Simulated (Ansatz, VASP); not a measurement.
# Two plane-wave programs on SiO2

Contents of INCAR:

```
  ALGO = Normal
  EDIFF = 1E-6
  ENCUT = 520
  GGA = CA
  ISIF = 2
  ISMEAR = 0
  LASPH = T
  LCHARG = T
  LELF = T
  LREAL = F
  LVHAR = T
  LWAVE = F
  NBANDS = 44
  NELM = 80
  PREC = Accurate
  SIGMA = 0.02
```

File KPOINTS:

```
k-points
0
Gamma
  6 6 6
```

The input POSCAR:

```
SiO2
1.0
   -2.6326387163      3.4336907808      4.2445843915
    2.6326387163     -3.4336907808      4.2445843915
    2.6326387163      3.4336907808     -4.2445843915
Si O
4 8
Direct
    0.8434743841      0.8162369851      0.0272373989
    0.7110004138      0.1837630149      0.5272373989
    0.1565256159      0.1837630149      0.9727626011
    0.2889995862      0.8162369851      0.4727626011
    0.0138177876      0.7638177876      0.2500000000
    0.9861822124      0.2361822124      0.7500000000
    0.6773488237      0.5000000000      0.6773488237
    0.3226511763      0.0000000000      0.8226511763
    0.3226511763      0.5000000000      0.3226511763
    0.6773488237      0.0000000000      0.1773488237
    0.0000000000      0.0000000000      0.0000000000
    0.5000000000      0.0000000000      0.5000000000
```

Input for Ansatz:

```yaml
crystal:
  lattice:
    - [-2.6326387163, 3.4336907808, 4.2445843915]
    - [2.6326387163, -3.4336907808, 4.2445843915]
    - [2.6326387163, 3.4336907808, -4.2445843915]
  atoms:
    - { symbol: Si, position: [0.8434743841, 0.8162369851, 0.0272373989] }
    - { symbol: Si, position: [0.7110004138, 0.1837630149, 0.5272373989] }
    - { symbol: Si, position: [0.1565256159, 0.1837630149, 0.9727626011] }
    - { symbol: Si, position: [0.2889995862, 0.8162369851, 0.4727626011] }
    - { symbol: O, position: [0.0138177876, 0.7638177876, 0.25] }
    - { symbol: O, position: [0.9861822124, 0.2361822124, 0.75] }
    - { symbol: O, position: [0.6773488237, 0.5, 0.6773488237] }
    - { symbol: O, position: [0.3226511763, 0.0, 0.8226511763] }
    - { symbol: O, position: [0.3226511763, 0.5, 0.3226511763] }
    - { symbol: O, position: [0.6773488237, 0.0, 0.1773488237] }
    - { symbol: O, position: [0.0, 0.0, 0.0] }
    - { symbol: O, position: [0.5, 0.0, 0.5] }
basis:
  ecutwfc: 420
kpoints:
  mp_grid: { grid: [6, 6, 6] }
  band_path: { path: [VBM, CBM], npoints: 2 }
hamiltonian:
  xc: lda
scf:
  occupations: { method: gaussian, width: 0.02 }
output:
  forces: true
  stress: true
  eigenvalues: true
checkpoint:
  read: start.run
  write: ck
  compress: false
  write_wavefunctions: false
  write_every: 100000
```

Alike in both runs: task single point; functional LDA; k mesh 6 × 6 × 6; occupations gaussian, width 0.02 eV; no spin polarisation.

|  | VASP | Ansatz |
| --- | --- | --- |
| version | VASP 6.6.1 | Ansatz 0.2.0 |
| potentials or method | VASP PAW LDA potentials, release 64 (Si, O), cutoff 520 eV | scalar-relativistic, plane waves, PAW |
| valence electrons in the cell | 64 | 64 |

|  | VASP | Ansatz | Ansatz less VASP |
| --- | --- | --- | --- |
| gap on the k mesh at the Fermi level (eV) | 5.40 | 5.40 | +0.008 |
| least direct gap on the mesh (eV) | 5.45 | 5.46 | +0.005 |
| pressure (GPa) | 12.8 | 12.0 | -0.77 |
| traceless stress, the component that is largest in VASP (GPa) | 0.25 | -0.01 | -0.252 |
| rms of the force components (eV/Å) | 0.023 | 0.002 | -0.0217 |

LDA's correlation is that of Perdew and Zunger in VASP and of Perdew and Wang (1992) in Ansatz. Atom by atom the forces differ by 0.024 eV/Å (rms over components).
